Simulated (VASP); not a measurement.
AgCl: single point with r2SCAN

Crystal: AgCl.

```xyz
2
Lattice="2.7119 2.7119 0.0000 -2.7119 2.7119 0.0000 0.0000 2.7119 2.7119" Properties=species:S:1:pos:R:3 pbc="T T T"
Ag    0.0000    0.0000    0.0000
Cl    0.0000    2.7119    0.0000
```

```yaml
Program: VASP 6.6.1
Task: single point
Functional: r2SCAN
Potentials_or_basis: VASP PAW PBE potentials, release 64 (Ag, Cl)
Cutoff: 520 eV
k_mesh: 8 × 8 × 8
Occupations: gaussian, width 0.01 eV
Spin: no spin polarisation
Dipole_correction: no
Further_INCAR_settings: ALGO = Normal; EDIFF = 1e-07; NBANDS = 16
```

* Pressure: 3.9 GPa
* Band gap on the k mesh: 1.43 eV (least direct gap 3.95 eV)

Levels at points of the mesh, in eV from the valence-band top:
```tsv
k point	band 5	band 6	band 7	band 8	band 9	band 10	band 11	band 12	band 13	band 14
(0.00, 0.00, 0.00)	-2.73	-2.73	-2.73	-2.68	-2.68	1.43	11.31	11.31	11.31	12.70
(0.50, 0.00, 0.00)	-2.30	-2.30	-1.94	0.00	0.00	4.52	7.56	8.13	8.13	14.35
(0.50, 0.50, 0.00)	-3.11	-2.46	-2.16	-2.16	-2.00	2.81	8.26	9.49	12.72	12.72
```

It took 62 s on 1 thread of Intel(R) Xeon(R) Platinum 8488C (Sapphire Rapids), with other jobs on the host, peak memory 0.18 GiB.

Caveat: the cell stands under pressure; the PAW data sets were made with another functional, which shifts forces and pressure a little. A k mesh can miss the band edges.
